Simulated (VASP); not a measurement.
Crystal: P.

```
P
1.0
    -1.69151    2.51517    1.85894
     1.69151   -2.51517    1.85894
     1.69151    2.51517   -1.85894
P
2
Direct
  0.19669 0.94669 0.25000
  0.80331 0.05331 0.75000
```

Base run:

```yaml
Program: VASP 6.6.1
Functional: LDA
Potentials_or_basis: VASP PAW LDA potentials, release 64 (P)
Cutoff: 520 eV
k_mesh: 11 × 11 × 11
Occupations: gaussian, width 0.1 eV
Spin: no spin polarisation
```

Its results: band gap on the k mesh zero (band 5 reaches 9.30 eV, above the bottom of band 6 at 8.76 eV); pressure -2.4 GPa; largest force 0.276 eV/Å.

**Question.** The run is repeated on the same cell with these changes: functional from LDA to RPBE; potentials or basis from VASP PAW LDA potentials, release 64 (P) to VASP PAW PBE potentials, release 64 (P). What comes out?

**Answer.** Band gap on the k mesh zero (band 5 reaches 9.47 eV, above the bottom of band 6 at 8.93 eV); pressure 3.8 GPa; largest force 0.339 eV/Å.

Caveats: the PAW data sets were made with another functional, which shifts forces and pressure a little (some runs).
